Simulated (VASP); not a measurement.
# CuPd6 in VASP: further runs

The runs below take CuPd6 through single point, with LDA.

Everything below comes from runs of VASP 6.6.1. Logs are shortened: lines on timing, memory, paths and dates and some standing lists are left out, and cuts for length are marked.

## Step 1: The cell of the first run

The cell holds a slab with vacuum, 7 atoms: a = 2.715 Å, b = 3.839 Å, c = 25.786 Å, α = 90.00°, β = 90.00°, γ = 90.00°.

## Step 2: Single point, LDA

Input file INCAR:

```
SYSTEM = CuPd6
PREC = Accurate ; ENCUT = 520
EDIFF = 1E-7 ; ISMEAR = 0
SIGMA = 0.1 ; LREAL = .FALSE.
LASPH = .TRUE. ; NELM = 60
ALGO = Normal ; ISIF = 2
LWAVE = .FALSE. ; LCHARG = .TRUE.
LDIPOL = .TRUE. ; IDIPOL = 3
DIPOL = 0.5 0.5 0.492 ; LELF = .TRUE.
LVHAR = .TRUE. ; LVACPOTAV = .TRUE.
NBANDS = 44
```

Input file KPOINTS:

```
Automatic mesh
0
G
  11 8 1
  0 0 0
```

Input file POSCAR:

```
CuPd6
1.0
    2.7145474431      0.0000000000      0.0000000000
    0.0000000000      3.8389498098      0.0000000000
    0.0000000000      0.0000000000     25.7863686078
Pd Cu
6 1
Direct
    0.5000000000      0.5000000000      0.3296315247
    0.0000000000      0.0000000000      0.3822668430
    0.5000000000      0.5000000000      0.4349021614
    0.0000000000      0.0000000000      0.4878045672
    0.5000000000      0.5000000000      0.5419763423
    0.0000000000      0.0000000000      0.5899222136
    0.0000000000      0.0000000000      0.6798646632
```

Potentials or basis: VASP PAW LDA potentials, release 64 (Pd, Cu).

Run with:

```sh
$ cat potpaw_LDA.64/Pd/POTCAR potpaw_LDA.64/Cu/POTCAR > POTCAR
$ mpirun -np 1 vasp_std > vasp.out
```

OUTCAR:

```text
SYSTEM = CuPd6
   PREC = Accurate
   ENCUT = 520
   EDIFF = 1E-7
   ISMEAR = 0
   LREAL = .FALSE.
   LASPH = .TRUE.
   NELM = 60
   ISIF = 2

 ion  position               nearest neighbor table
   1  0.500  0.500  0.330-   3 2.71   2 2.71   2 2.71   2 2.71   2 2.71
   2  0.000  0.000  0.382-   1 2.71   1 2.71   1 2.71   1 2.71   3 2.71   3 2.71   3 2.71   3 2.71
                             4 2.72
   3  0.500  0.500  0.435-   1 2.71   2 2.71   2 2.71   2 2.71   2 2.71   4 2.72   4 2.72   4 2.72
                             4 2.72   5 2.76
   4  0.000  0.000  0.488-   6 2.63   3 2.72   3 2.72   3 2.72   3 2.72   2 2.72   5 2.73   5 2.73
                             5 2.73   5 2.73
   5  0.500  0.500  0.542-   6 2.66   6 2.66   6 2.66   6 2.66   4 2.73   4 2.73   4 2.73   4 2.73
                             3 2.76
   6  0.000  0.000  0.590-   7 2.32   4 2.63   5 2.66   5 2.66   5 2.66   5 2.66
   7  0.000  0.000  0.680-   6 2.32

  LATTYP: Found a simple orthorhombic cell.
 ALAT       =     2.7145474431
 B/A-ratio  =     1.4142135624
 C/A-ratio  =     9.4993250803

  Lattice vectors:

 A1 = (   2.7145474431,   0.0000000000,   0.0000000000)
 A2 = (   0.0000000000,   3.8389498098,   0.0000000000)
 A3 = (   0.0000000000,   0.0000000000,  25.7863686078)

Analysis of symmetry for initial positions (statically):
=====================================================================
 Subroutine PRICEL returns:
 Original cell was already a primitive cell.

 Routine SETGRP: Setting up the symmetry group for a
 simple orthorhombic supercell.

 Subroutine GETGRP returns: Found  4 space group operations
 (whereof  4 operations were pure point group operations)
 out of a pool of  8 trial point group operations.

The static configuration has the point symmetry C_2v.

Analysis of symmetry for dynamics (positions and initial velocities):
=====================================================================
 Subroutine PRICEL returns:
 Original cell was already a primitive cell.

 Routine SETGRP: Setting up the symmetry group for a
 simple orthorhombic supercell.

 Subroutine GETGRP returns: Found  4 space group operations
 (whereof  4 operations were pure point group operations)
 out of a pool of  8 trial point group operations.

The dynamic configuration has the point symmetry C_2v.

 Subroutine INISYM returns: Found  4 space group operations
 (whereof  4 operations are pure point group operations),
 and found     1 'primitive' translations

----------------------------------------------------------------------------------------

                                     Primitive cell

  volume of cell :     268.7200

  direct lattice vectors                    reciprocal lattice vectors
     2.714547443  0.000000000  0.000000000     0.368385531  0.000000000  0.000000000
     0.000000000  3.838949810  0.000000000     0.000000000  0.260487907  0.000000000
     0.000000000  0.000000000 25.786368608     0.000000000  0.000000000  0.038780179

  length of vectors
     2.714547443  3.838949810 25.786368608     0.368385531  0.260487907  0.038780179

  position of ions in fractional coordinates (direct lattice)
     0.500000000  0.500000000  0.329631525
     0.000000000  0.000000000  0.382266843
     0.500000000  0.500000000  0.434902161
     0.000000000  0.000000000  0.487804567
     0.500000000  0.500000000  0.541976342
     0.000000000  0.000000000  0.589922214
     0.000000000  0.000000000  0.679864663

  ion indices of the primitive-cell ions
   primitive index   ion index
                 1           1
                 2           2
                 3           3
                 4           4
                 5           5
                 6           6
                 7           7

----------------------------------------------------------------------------------------

 KPOINTS: Automatic mesh

Automatic generation of k-mesh.
 Grid dimensions read from file:
 generate k-points for:   11    8    1

 Generating k-lattice:

  Cartesian coordinates                     Fractional coordinates (reciprocal lattice)
     0.033489594  0.000000000  0.000000000     0.090909091  0.000000000  0.000000000
     0.000000000  0.032560988  0.000000000     0.000000000  0.125000000  0.000000000
     0.000000000  0.000000000  0.038780179     0.000000000  0.000000000  1.000000000

  Length of vectors
     0.033489594  0.032560988  0.038780179

  Shift w.r.t. Gamma in fractional coordinates (k-lattice)
     0.000000000  0.000000000  0.000000000

 Subroutine IBZKPT returns following result:
 ===========================================

 Found     30 irreducible k-points:

 Following reciprocal coordinates:
            Coordinates               Weight
  0.000000  0.000000  0.000000      1.000000
  0.090909  0.000000  0.000000      2.000000
  0.181818  0.000000  0.000000      2.000000
  0.272727  0.000000  0.000000      2.000000
  0.363636  0.000000  0.000000      2.000000
  0.454545  0.000000  0.000000      2.000000
[... 16 lines left out ...]
  0.363636  0.375000  0.000000      4.000000
  0.454545  0.375000  0.000000      4.000000
 [... further k-points ...]
   k-points           NKPTS =     30   k-points in BZ     NKDIM =     30   number of bands    NBANDS=     44
   number of dos      NEDOS =    301   number of ions     NIONS =      7
   total plane-waves  NPLWV = 115200
   dimension x,y,z NGX =    20 NGY =   30 NGZ =  192
   dimension x,y,z NGXF=    40 NGYF=   60 NGZF=  384
   ions per type =               6   1
   NGX,Y,Z   is equivalent  to a cutoff of  12.25, 12.99, 12.38 a.u.
   NGXF,Y,Z  is equivalent  to a cutoff of  24.50, 25.98, 24.76 a.u.
 SYSTEM =  CuPd6
   PREC   = accura    normal or accurate (medium, high low for compatibility)
   ISTART =      0    job   : 0-new  1-cont  2-samecut
   ICHARG =      2    charge: 1-file 2-atom 10-const
   ISPIN  =      1    spin polarized calculation?
   LNONCOLLINEAR =      F non collinear calculations
   LSORBIT =      F    spin-orbit coupling
   LASPH  =      T    aspherical Exc in radial PAW
   ENCUT  =  520.0 eV  38.22 Ry    6.18 a.u.   5.05  7.14 47.95*2*pi/ulx,y,z
   NELM   =     60;   NELMIN=  2; NELMDL= -5     # of ELM steps
   EDIFF  = 0.1E-06   stopping-criterion for ELM
   LREAL  =      F    real-space projection
   EDIFFG = 0.1E-05   stopping-criterion for IOM
   NSW    =      0    number of steps for IOM
   IBRION =     -1    ionic relax: 0-MD 1-quasi-New 2-CG
   NFREE  =      0    steps in history (QN), initial steepest desc. (CG)
   ISIF   =      2    stress and relaxation
   ISYM   =      2    0-nonsym 1-usesym 2-fastsym
   POTIM  = 0.5000    time-step for ionic-motion
   TEBEG  =    0.0;   TEEND  =   0.0 temperature during run
   PSTRESS=    0.0 pullay stress
   NELECT =      71.0000    total number of electrons
   NUPDOWN=      -1.0000    fix difference up-down
   EMIN   =  10.00;   EMAX   =-10.00  energy-range for DOS
   EFERMI =   0.00;   METHOD = LEGACY
   ISMEAR =     0;   SIGMA  =   0.10  broadening in eV -4-tet -1-fermi 0-gaus
   EFERMI_NEDOS =   21; number of points for ismear=-14 and -15
   IALGO  =     38    algorithm
   IMIX   =      4    mixing-type and parameters
     AMIX     =   0.40;   BMIX     =  1.00
     AMIX_MAG =   1.60;   BMIX_MAG =  1.00
  volume/ion in A,a.u.               =      38.39       259.06
  Fermi-wavevector in a.u.,A,eV,Ry     =   1.050496  1.985149 15.014589  1.103541
  Thomas-Fermi vector in A             =   2.185501
   LORBIT       =      0    0 simple, 1 ext, 2 COOP (PROOUT), +10 PAW based schemes
   GGA     = CA    functional components
   LHFCALC =     F    Hartree Fock is set to
   AEXX    =    0.0000 exact exchange contribution
   IVDW    =     0    specifies the selected vdW correction
   LEPSILON=     F    determine dielectric tensor
   LRPA    =     F    only Hartree local field effects (RPA)
 non-spin polarized calculation
 Gauss-broadening in eV      SIGMA  =   0.10
  energy-cutoff  :      520.00
  volume of cell :      268.72
 maximum number of plane-waves:      7294
   NGX = 11   NGY = 15   NGZ = 95

 dipolmoment           0.000000      0.000000      0.012644 electrons x Angstroem

 number of electron      70.9999991 magnetization

 dipolmoment           0.000000      0.000000     -0.044302 electrons x Angstroem

 Free energy of the ion-electron system (eV)
  ---------------------------------------------------
  ext. energy  EPLUGINS =         0.00000000
  ---------------------------------------------------
  free energy    TOTEN  =       -39.37032362 eV

  energy without entropy =      -39.30248974  energy(sigma->0) =      -39.33640668

 E-fermi :   0.5319     XC(G=0):  -5.9390

 val. band max:        0.5297422826   @ k =   0.4545   0.3750   0.0000
 cond. band min:       0.5383527683   @ k =   0.1818   0.0000   0.0000
 fundamental gap:      0.0086104857
 Fermi energy:         0.5319123734

 k-point     1 :       0.0000    0.0000    0.0000
  band No.  band energies     occupation
      1      -6.4988      2.00000
      2      -5.2244      2.00000
      3      -4.9425      2.00000
      4      -4.5551      2.00000
      5      -4.3531      2.00000
      6      -3.9742      2.00000
[... 36 lines left out ...]
     43       4.8677      0.00000
     44       5.7651      0.00000

 k-point     2 :       0.0909    0.0000    0.0000
  band No.  band energies     occupation
      1      -6.2987      2.00000
      2      -5.0668      2.00000
      3      -4.7764      2.00000
      4      -4.4595      2.00000
      5      -4.1970      2.00000
      6      -3.8586      2.00000
[... 36 lines left out ...]
     43       5.4213      0.00000
     44       5.9400      0.00000

 k-point     3 :       0.1818    0.0000    0.0000
  band No.  band energies     occupation
      1      -5.7490      2.00000
      2      -4.7277      2.00000
      3      -4.4153      2.00000
      4      -4.1429      2.00000
      5      -4.0631      2.00000
      6      -3.7234      2.00000
[... 976 lines left out ...]
     43       6.1913      0.00000
     44       7.3904      0.00000

 k-point    24 :       0.4545    0.3750    0.0000
  band No.  band energies     occupation
      1      -4.7368      2.00000
      2      -4.5873      2.00000
      3      -4.2043      2.00000
      4      -4.0989      2.00000
      5      -3.9316      2.00000
      6      -3.8386      2.00000
[... 36 lines left out ...]
     43       6.8769      0.00000
     44       7.4237      0.00000

 [... further k-points ...]

------------------------ aborting loop because EDIFF is reached ----------------------------------------

  FORCE on cell =-STRESS in cart. coord.  units (eV):
  Direction    XX          YY          ZZ          XY          YZ          ZX
  --------------------------------------------------------------------------------------
  -------------------------------------------------------------------------------------
  Total       -5.8936015     -3.6457555     -0.8102174      0.0000000      0.0000000      0.0000000
  in kB      -35.1391536    -21.7369232     -4.8307225      0.0000000      0.0000000      0.0000000
  external PRESSURE =     -20.5689331 kB  Pullay stress =       0.0000000 kB

 VOLUME and BASIS-vectors are now :
 -----------------------------------------------------------------------------
  energy-cutoff  :      520.00
  volume of cell :      268.72
      direct lattice vectors                 reciprocal lattice vectors
     2.714547443  0.000000000  0.000000000     0.368385531  0.000000000  0.000000000
     0.000000000  3.838949810  0.000000000     0.000000000  0.260487907  0.000000000
     0.000000000  0.000000000 25.786368608     0.000000000  0.000000000  0.038780179

 POSITION                                       TOTAL-FORCE (eV/Angst)
 -----------------------------------------------------------------------------------
      1.35727      1.91947      8.50000         0.000000      0.000000      0.638627
      0.00000      0.00000      9.85727         0.000000      0.000000     -0.610751
      1.35727      1.91947     11.21455         0.000000      0.000000     -0.051718
      0.00000      0.00000     12.57871         0.000000      0.000000      0.001138
      1.35727      1.91947     13.97560         0.000000      0.000000      0.007588
      0.00000      0.00000     15.21195         0.000000      0.000000     -0.009250
      0.00000      0.00000     17.53124         0.000000      0.000000      0.024366
 -----------------------------------------------------------------------------------
    total drift:                               -0.000000      0.000000      0.000152

  FREE ENERGIE OF THE ION-ELECTRON SYSTEM (eV)
  ---------------------------------------------------
  free  energy   TOTEN  =       -39.3703236175 eV

  energy  without entropy=      -39.3024897420  energy(sigma->0) =      -39.33640668

 vacuum level on the upper side and lower side of the slab         4.827         5.596
```

Run time: 10 min. Hardware: 1 thread of Intel Xeon Platinum 8488C (Sapphire Rapids), shared host; peak memory 0.46 GiB.

Results:

- Free energy: -39.3703 eV
- Largest force: 0.639 eV/Å
- Band gap on the k mesh: zero (an odd number of electrons rules out a gap without spin polarisation)

Forces on the atoms (eV/Å):
```
Pd   0.000  0.000  0.639
Pd   0.000  0.000 -0.611
Pd   0.000  0.000 -0.052
Pd   0.000  0.000  0.001
Pd   0.000  0.000  0.008
Pd   0.000  0.000 -0.009
Cu   0.000  0.000  0.024
```

Levels at points of the mesh, in eV from the Fermi level:
| k point | band 32 | band 33 | band 34 | band 35 | band 36 | band 37 | band 38 | band 39 | band 40 | band 41 |
| --- | --- | --- | --- | --- | --- | --- | --- | --- | --- | --- |
| (0.00, 0.00, 0.00) | -0.76 | -0.70 | -0.58 | -0.25 | -0.16 | -0.01 | 0.13 | 0.26 | 1.25 | 3.27 |
| (0.00, 0.50, 0.00) | -0.49 | -0.46 | -0.22 | -0.12 | -0.02 | -0.01 | 0.02 | 0.05 | 0.16 | 0.80 |

## Step 3: Single point, LDA

Input file INCAR:

```
  PREC = Accurate
  ENCUT = 520
  EDIFF = 1E-6
  ISMEAR = 0
  SIGMA = 0.1
  LREAL = F
  LASPH = T
  NELM = 80
  ALGO = Normal
  ISIF = 2
  LWAVE = F
  LCHARG = T
  LDIPOL = T
  IDIPOL = 3
  DIPOL = 0.5 0.5 0.487
  GGA = CA
  LELF = T
  LVHAR = T
  LVACPOTAV = T
  NBANDS = 44
```

Input file KPOINTS:

```
Automatic mesh
0
Gamma
  11 8 1
```

Input file POSCAR:

```
CuPd6
1.0
    2.7145474431      0.0000000000      0.0000000000
    0.0000000000      3.8389498098      0.0000000000
    0.0000000000      0.0000000000     25.7863686078
Pd Cu
6 1
Direct
    0.5000000000      0.5000000000      0.3296315247
    0.0000000000      0.0000000000      0.3822668430
    0.5000000000      0.5000000000      0.4349021614
    0.0000000000      0.0000000000      0.4872313215
    0.5000000000      0.5000000000      0.5425347993
    0.0000000000      0.0000000000      0.5906530982
    0.0000000000      0.5000000000      0.6438357405
```

Potentials or basis: VASP PAW LDA potentials, release 64 (Pd, Cu).

Run with:

```sh
$ cat potpaw_LDA.64/Pd/POTCAR potpaw_LDA.64/Cu/POTCAR > POTCAR
$ mpirun -np 1 vasp_std > vasp.out
```

Run time: 9.7 min. Hardware: 1 thread of Intel Xeon Platinum 8488C (Sapphire Rapids), shared host; peak memory 0.46 GiB.

It converged, with:

```
Free energy            : -40.4170 eV
Largest force          : 0.628 eV/Å
Band gap on the k mesh : zero (an odd number of electrons rules out a gap without spin polarisation)
```

Forces in eV/Å, atoms in the order of the input:
```
Pd   0.000  0.000  0.592
Pd   0.000  0.000 -0.628
Pd   0.000  0.000  0.006
Pd   0.000  0.000  0.005
Pd   0.000  0.000  0.001
Pd   0.000  0.000 -0.010
Cu   0.000  0.000  0.034
```

Levels at points of the mesh, in eV from the Fermi level:
| k point | band 33 | band 34 | band 35 | band 36 | band 37 | band 38 | band 39 | band 40 |
| --- | --- | --- | --- | --- | --- | --- | --- | --- |
| (0.00, 0.00, 0.00) | -0.63 | -0.61 | -0.21 | -0.15 | -0.02 | 0.25 | 0.47 | 2.26 |
| (0.00, 0.50, 0.00) | -0.42 | -0.33 | -0.16 | -0.15 | 0.00 | 0.05 | 0.11 | 0.63 |

[end of part 1 of 2]
